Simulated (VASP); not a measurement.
A run of VASP 6.6.1 is set up as follows.

Contents of INCAR:

```
SYSTEM = LiCl
PREC     = Accurate       ! precision mode
ENCUT    = 520            ! plane-wave cutoff, eV
EDIFF    = 1E-6           ! SCF threshold, eV
ISMEAR   = 0              ! smearing method
SIGMA    = 0.05           ! smearing width, eV
LREAL    = .False.        ! projectors in reciprocal space
LASPH    = .True.         ! aspherical terms in the spheres
NELM     = 100            ! most SCF steps
ALGO     = Normal         ! electronic algorithm
ISIF     = 2              ! what is computed and relaxed
LWAVE    = .False.        ! write WAVECAR
LCHARG   = .False.        ! write CHGCAR
GGA      = PE             ! functional
NBANDS   = 12             ! bands
```

Contents of KPOINTS:

```
Automatic mesh
0
Gamma
  8 8 8
  0 0 0
```

File POSCAR:

```
LiCl
1.0
    0.0000000000      2.5391124000      2.5647600000
    2.5391124000      0.0000000000      2.5647600000
    2.5391124000      2.5391124000      0.0000000000
Li Cl
1 1
Direct
    0.0000000000      0.0000000000      0.0000000000
    0.5000000000      0.5000000000      0.5000000000
```

Potentials or basis: VASP PAW PBE potentials, release 64 (Li_sv, Cl).

Command:

```sh
$ cat potpaw_PBE.64/Li_sv/POTCAR potpaw_PBE.64/Cl/POTCAR > POTCAR
$ mpirun -np 1 vasp_std > vasp.out
```

Problem. Estimate the band gap on the k mesh.

Solution. 6.44 eV, direct.

Caveat: the cell differs from its parent crystal (strain -0.0100 x Voigt [1, 1, 0, 0, 0, 0]). A k mesh can miss the band edges.
